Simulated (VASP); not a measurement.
The system is Si3N4.

```
Si N
1.0
    -3.23735    3.23735    3.23735
     3.23735   -3.23735    3.23735
     3.23735    3.23735   -3.23735
Si N
6 8
Cartesian
  2.4280 3.2374 -1.6187
  -1.6187 2.4280 3.2374
  0.8093 3.2374 1.6187
  1.6187 0.8093 3.2373
  3.2374 -1.6187 2.4280
  3.2374 1.6187 0.8093
  1.8220 1.8220 1.8220
  0.2033 -0.2033 3.0340
  1.4154 4.6527 -1.4154
  3.0340 0.2033 -0.2033
  -1.4154 1.4154 4.6527
  0.2033 0.2033 0.2033
  4.6527 -1.4154 1.4154
  -0.2033 3.0340 0.2033
```

Base run:

```yaml
Program: VASP 6.6.1
Functional: r2SCAN
Potentials_or_basis: VASP PAW PBE potentials, release 64 (Si, N)
Cutoff: 520 eV
k_mesh: 6 × 6 × 6
Occupations: fermi-dirac, width 0.02 eV
Spin: no spin polarisation
```

Its results: band gap on the k mesh 4.69 eV (least direct gap 4.87 eV); pressure -4.2 GPa; largest force 0.029 eV/Å.

Problem. The run is repeated on the same cell with these changes: functional from r2SCAN to PBE. What comes out?

Solution. Band gap on the k mesh 4.07 eV (least direct gap 4.25 eV); pressure 1.6 GPa; largest force 0.016 eV/Å.

Caveats: the cell stands under tension (at least some runs); the PAW data sets were made with another functional, which shifts forces and pressure a little (at least some runs).

A k mesh can miss the band edges.
